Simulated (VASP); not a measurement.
V, 2 atoms in the cell. It takes space group P6_3/mmc (No. 194, hexagonal). The conventional cell has a = 2.604 Å, b = 2.604 Å, c = 4.723 Å, α = 90.00°, β = 90.00°, γ = 120.00°. V (site symmetry -6m2) has 12 V at 2.60 to 2.80 Å within 3.4 Å. This isn't the form of V at room conditions, which is bcc.

| Item | Value |
| --- | --- |
| Program | VASP 6.6.1 |
| Task | single point |
| Functional | PBEsol |
| Potentials or basis | VASP PAW PBE potentials, release 64 (V_sv) |
| Cutoff | 520 eV |
| k mesh | 10 × 10 × 5 |
| Occupations | fermi-dirac, width 0.05 eV |
| Spin | collinear spin, ferromagnetic start |
| Starting moments | [2.5, 2.5] μB |
| Fixed moment | 5 μB |
| Dipole correction | no |
| Further INCAR settings | ALGO = Normal; EDIFF = 1e-06; NBANDS = 24 |

Potentials or basis: VASP PAW PBE potentials, release 64 (V_sv).

Launch:

```console
$ cat potpaw_PBE.64/V_sv/POTCAR > POTCAR
$ mpirun -np 1 vasp_std > vasp.out
```

Hardware: 1 thread of Intel(R) Xeon(R) Platinum 8488C (Sapphire Rapids) (shared host).

**Question.** Estimate the wall time of this run.

**Answer.** Run time: 28 s on 1 thread of Intel(R) Xeon(R) Platinum 8488C (Sapphire Rapids), with other jobs on the host, peak memory 0.16 GiB. Counts: scf iterations 13, k points 42.
